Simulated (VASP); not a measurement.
Wanted: the native input for a VASP 6.6.1 run.

- Task: single point
- Functional: PBE
- Potentials or basis: VASP PAW PBE potentials, release 64 (Ir)
- Cutoff: 520 eV
- k mesh: 4 × 4 × 4
- Occupations: gaussian, width 0.1 eV
- Spin: no spin polarisation
- Dipole correction: no
- Further INCAR settings: ALGO = Normal; EDIFF = 1e-06; NBANDS = 46

The structure of Ir lies in POSCAR:

```
Ir
1.0
    4.6813257697     -2.7010706454      0.2114568926
    4.6813257697      2.7010706454      0.2114568926
   -1.7550152085      0.0000000000      4.7042513798
Ir
8
Direct
    0.7942612600      0.7942612600      0.2655979941
    0.2057387400      0.2057387400      0.7344020059
    0.2942644926      0.2942644926      0.2655980094
    0.7057355074      0.7057355074      0.7344019906
    0.7942640157      0.2942594674      0.2655976095
    0.7057405326      0.2057359843      0.7344023905
    0.2057359843      0.7057405326      0.7344023905
    0.2942594674      0.7942640157      0.2655976095
```

The input as run:

INCAR

```
  PREC = Accurate
  ENCUT = 520
  EDIFF = 1E-6
  ISMEAR = 0
  SIGMA = 0.1
  LREAL = F
  LASPH = T
  NELM = 100
  ALGO = Normal
  ISIF = 2
  LWAVE = F
  LCHARG = F
  GGA = PE
  NBANDS = 46
```

KPOINTS

```
regular mesh
0
Gamma
  4 4 4
```

Potentials or basis: VASP PAW PBE potentials, release 64 (Ir).

Command:

```sh
$ cat potpaw_PBE.64/Ir/POTCAR > POTCAR
$ mpirun -np 1 vasp_std > vasp.out
```

Results of the run:

* Pressure: 0.3 GPa
* Largest force: 0.030 eV/Å
* Band gap on the k mesh: zero (band 36 reaches 10.19 eV, above the bottom of band 37 at 8.08 eV)

Caveat: spin-orbit coupling is left out, which moves the levels of the heavy elements.

Wall time 110 s on 1 thread of Intel(R) Xeon(R) Platinum 8259CL CPU @ 2.50GHz (Skylake/Cascade Lake), with other jobs on the host, peak memory 0.28 GiB.
